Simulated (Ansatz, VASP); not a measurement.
# AlNi3: VASP beside Ansatz

File INCAR:

```
ALGO     = Fast           # electronic algorithm
EDIFF    = 1E-7           # SCF threshold, eV
ENCUT    = 520            # plane-wave cutoff, eV
GGA      = PS             # functional
ISIF     = 2              # what is computed and relaxed
ISMEAR   = 0              # smearing method
LASPH    = T              # aspherical terms in the spheres
LCHARG   = T              # write CHGCAR
LELF     = T              # ELF
LREAL    = F              # projectors in reciprocal space
LVHAR    = T            
LWAVE    = F              # write WAVECAR
NBANDS   = 24             # bands
NELM     = 60             # most SCF steps
PREC     = Accurate       # precision mode
SIGMA    = 0.15           # smearing width, eV
```

Contents of KPOINTS:

```
k-points
0
Gamma
  14 14 14
```

The input POSCAR:

```
AlNi3
1.0
    0.0000000000      2.5361970403      2.7984078565
    3.0606186727      0.0000000000      2.7984078565
    3.0606186727      2.5361970403      0.0000000000
Al Ni
1 3
Direct
    0.5000000000      0.5000000000      0.5000000000
    0.2500000000      0.2500000000      0.2500000000
    0.0000000000      0.0000000000      0.0000000000
    0.7500000000      0.7500000000      0.7500000000
```

Input for Ansatz:

```yaml
crystal:
  lattice:
    - [0.0, 2.5361970403, 2.7984078565]
    - [3.0606186727, 0.0, 2.7984078565]
    - [3.0606186727, 2.5361970403, 0.0]
  atoms:
    - { symbol: Al, position: [0.5, 0.5, 0.5] }
    - { symbol: Ni, position: [0.25, 0.25, 0.25] }
    - { symbol: Ni, position: [0.0, 0.0, 0.0] }
    - { symbol: Ni, position: [0.75, 0.75, 0.75] }
basis:
  ecutwfc: 420
kpoints:
  mp_grid: { grid: [14, 14, 14] }
hamiltonian:
  xc: pbesol
scf:
  occupations: { method: gaussian, width: 0.15 }
output:
  forces: true
  stress: true
  eigenvalues: true
```

Change from the starting cell: strain +0.0937 x Voigt [1, -1, 0, 0, 0, 0], atoms carried along.

Alike in both runs: task single point; functional PBEsol; k mesh 14 × 14 × 14; occupations gaussian, width 0.15 eV; no spin polarisation.

|  | VASP | Ansatz |
| --- | --- | --- |
| version | VASP 6.6.1 | Ansatz 0.2.0 |
| potentials or method | VASP PAW PBE potentials, release 64 (Al, Ni), cutoff 520 eV | scalar-relativistic, plane waves, PAW |
| valence electrons in the cell | 33 | 57 |

|  | VASP | Ansatz | Ansatz less VASP |
| --- | --- | --- | --- |
| gap on the k mesh at the Fermi level (eV) | none | none | - |
| pressure (GPa) | 2.7 | 2.6 | -0.05 |
| traceless stress, the component that is largest in VASP (GPa) | 5.46 | 5.37 | -0.091 |

VASP's potentials were made for PBE, not for PBEsol. A gap of «none» marks a metal or a gap that the smearing closes. VASP's potentials hold 33 valence electrons a cell and Ansatz's 57, so a difference there can come from the potentials and not from the codes.
